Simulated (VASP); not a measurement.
Here is a VASP 6.6.1 calculation.

The input POSCAR:

```
BN
1.0
    0.0000000000      1.8130010000      1.8130010000
    1.8130010000      0.0000000000      1.8130010000
    1.8130010000      1.8130010000      0.0000000000
B N
1 1
Direct
   -0.0146257527      0.0146257527      0.0000000000
    0.7500000000      0.7500000000      0.7500000000
```

INCAR.step1

```
  PREC = Accurate
  ENCUT = 520
  ISMEAR = 0
  SIGMA = 0.05
  LREAL = F
  LASPH = T
  NELM = 60
  NBANDS = 11
  GGA = PE
  ALGO = Normal
  EDIFF = 1E-4
  LWAVE = T
  LCHARG = F
```

INCAR.step2

```
  PREC = Accurate
  ENCUT = 520
  EDIFF = 1E-7
  ISMEAR = 0
  SIGMA = 0.05
  LREAL = F
  LASPH = T
  NELM = 60
  ALGO = Normal
  ISIF = 2
  LWAVE = F
  LCHARG = F
  METAGGA = R2SCAN
  LMIXTAU = T
  NBANDS = 11
  ISTART = 1
```

The input KPOINTS:

```
regular mesh
0
Gamma
  12 12 12
```

Potentials or basis: VASP PAW PBE potentials, release 64 (B, N).

The run is started by

```bash
$ cat potpaw_PBE.64/B/POTCAR potpaw_PBE.64/N/POTCAR > POTCAR
$ cp INCAR.step1 INCAR
$ mpirun -np 1 vasp_std > vasp.out
$ cp INCAR.step2 INCAR
$ mpirun -np 1 vasp_std > vasp.out
```

(1) What does it give for the pressure?

(2) Estimate the largest force.

(3) Estimate the band gap on the k mesh.

## Answers

(1) -3.7 GPa.

(2) 0.890 eV/Å.

(3) 4.62 eV, indirect (least direct gap 8.91 eV).

Caveat: the cell differs from its parent crystal (all B atoms moved +0.037 Å, as atom 1 along Cartesian [1 -1 0]); the PAW data sets were made with another functional, which shifts forces and pressure a little.
